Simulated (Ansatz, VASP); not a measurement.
## MgO: VASP beside Ansatz

INCAR

```
SYSTEM = MgO
PREC = Accurate ; ENCUT = 520
EDIFF = 1E-6 ; ISMEAR = 0
SIGMA = 0.05 ; LREAL = .FALSE.
LASPH = .TRUE. ; NELM = 60
ALGO = Normal ; ISIF = 2
LWAVE = .FALSE. ; LCHARG = .FALSE.
GGA = PS ; NBANDS = 26
```

KPOINTS

```
Automatic mesh
0
G
  6 6 6
  0 0 0
```

POSCAR

```
MgO
1.0
    4.2149416169      0.0000000000      0.0000000000
    0.0000000000     -4.2149416169      0.0000000000
    0.0000000000      0.0000000000     -4.2149416169
Mg O
4 4
Direct
   -0.0889138280      0.0889138280      0.0754458849
    0.5000000000      0.5000000000      0.0000000000
    0.5000000000      0.0000000000      0.5000000000
    0.0000000000      0.5000000000      0.5000000000
    0.5000000000      0.0000000000      0.0000000000
    0.0000000000      0.5000000000      0.0000000000
    0.0000000000      0.0000000000      0.5000000000
    0.5000000000      0.5000000000      0.5000000000
```

Input for Ansatz:

```yaml
crystal:
  lattice:
    - [4.2149416169, 0.0, 0.0]
    - [0.0, -4.2149416169, 0.0]
    - [0.0, 0.0, -4.2149416169]
  atoms:
    - { symbol: Mg, position: [-0.088913828, 0.088913828, 0.0754458849] }
    - { symbol: Mg, position: [0.5, 0.5, 0.0] }
    - { symbol: Mg, position: [0.5, 0.0, 0.5] }
    - { symbol: Mg, position: [0.0, 0.5, 0.5] }
    - { symbol: O, position: [0.5, 0.0, 0.0] }
    - { symbol: O, position: [0.0, 0.5, 0.0] }
    - { symbol: O, position: [0.0, 0.0, 0.5] }
    - { symbol: O, position: [0.5, 0.5, 0.5] }
basis:
  ecutwfc: 420
kpoints:
  mp_grid: { grid: [6, 6, 6] }
hamiltonian:
  xc: pbesol
  pseudopotentials: { kind: paw, azcp: { folder: soft_1 } }
scf:
  occupations: { method: gaussian, width: 0.05 }
output:
  forces: true
  stress: true
  eigenvalues: true
  write_density: true
  write_potential: true
  elf: true
  volumetric_format: npy
```

Alike in both runs: task single point; functional PBEsol; k mesh 6 × 6 × 6; occupations gaussian, width 0.05 eV; no spin polarisation.

|  | VASP | Ansatz |
| --- | --- | --- |
| version | VASP 6.6.1 | Ansatz 0.2.0 |
| potentials or method | VASP PAW PBE potentials, release 64 (Mg, O), cutoff 520 eV | scalar-relativistic, plane waves, PAW |
| valence electrons in the cell | 32 | 64 |

Ansatz gave:

| Quantity | Value |
| --- | --- |
| gap on the k mesh at the Fermi level (eV) | 4.49 |
| least direct gap on the mesh (eV) | 4.49 |
| pressure (GPa) | 10.0 |
| traceless stress, the component that is largest in VASP (GPa) | -2.17 |
| rms of the force components (eV/Å) | 1.497 |

**Question.** What did VASP give for the same quantities?

**Answer.** gap on the k mesh at the Fermi level (eV): 4.49; least direct gap on the mesh (eV): 4.49; pressure (GPa): 9.8; traceless stress, the component that is largest in VASP (GPa): -2.25; rms of the force components (eV/Å): 1.532.

VASP's potentials were made for PBE, not for PBEsol, and Ansatz warns of the same on its side. Atom by atom the forces differ by 0.036 eV/Å (rms over components). VASP's potentials hold 32 valence electrons a cell and Ansatz's 64, so a difference there can come from the potentials and not from the codes.
